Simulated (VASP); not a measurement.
Input of a VASP 6.6.1 run:

The input INCAR:

```
SYSTEM = Sr7O8
PREC     = Accurate       ! precision mode
ENCUT    = 520            ! plane-wave cutoff, eV
EDIFF    = 1E-7           ! SCF threshold, eV
ISMEAR   = -1             ! smearing method
SIGMA    = 0.05           ! smearing width, eV
LREAL    = Auto         
LASPH    = .True.         ! aspherical terms in the spheres
NELM     = 100            ! most SCF steps
ALGO     = Normal         ! electronic algorithm
ISIF     = 2              ! what is computed and relaxed
LWAVE    = .False.        ! write WAVECAR
LCHARG   = .False.        ! write CHGCAR
GGA      = PE             ! functional
NBANDS   = 72             ! bands
```

Contents of KPOINTS:

```
Automatic mesh
0
Gamma
  3 3 3
  0 0 0
```

POSCAR

```
Sr7O8
1.0
    0.0000000000      5.1662960000      5.1662960000
    5.1662960000      0.0000000000      5.1662960000
    5.1662960000      5.1662960000      0.0000000000
Sr O
7 8
Direct
    0.2495051580      0.2494298623      0.2512992868
    0.2494572514      0.2489189547      0.7516456665
    0.2495840347      0.7492580758      0.7509341315
    0.7493805039      0.2494105061      0.2513393542
    0.7494914151      0.2492475267      0.7512745108
    0.7496461682      0.7493304681      0.2512053123
    0.7496318446      0.7491901354      0.7511714389
   -0.0165031194      0.0150982445     -0.0144598761
   -0.0163570767      0.0151895091      0.5170813867
   -0.0005060686      0.4992626245      0.0013310310
   -0.0163160415      0.4833392241      0.5172327524
    0.5153932334      0.0150697908     -0.0144672315
    0.4994933507     -0.0006427235      0.5012973511
    0.5154383334      0.4834593295     -0.0146753109
    0.5152469971      0.4834445220      0.5172561735
```

Potentials or basis: VASP PAW PBE potentials, release 64 (Sr_sv, O).

The run is started by

```console
$ cat potpaw_PBE.64/Sr_sv/POTCAR potpaw_PBE.64/O/POTCAR > POTCAR
$ mpirun -np 1 vasp_std > vasp.out
```

Q: What does it give for the largest force?

A: 0.040 eV/Å.

Q: What does it give for the pressure?

A: 1.6 GPa.

Q: Predict the band gap on the k mesh.

A: Zero (bands 59 and 60 overlap by 0.10 eV).

Forces in eV/Å, atoms in the order of the input:
```
Sr  -0.001  0.000  0.000
Sr   0.000 -0.001  0.003
Sr   0.004  0.003 -0.002
Sr   0.000  0.000 -0.001
Sr   0.001  0.001  0.000
Sr   0.000 -0.001 -0.002
Sr   0.003  0.001  0.000
O   -0.002  0.040  0.003
O   -0.035 -0.001  0.001
O   -0.002 -0.002  0.003
O   -0.001 -0.001  0.035
O   -0.001 -0.001 -0.040
O   -0.003 -0.001  0.000
O    0.039 -0.002 -0.001
O   -0.003 -0.035  0.001
```
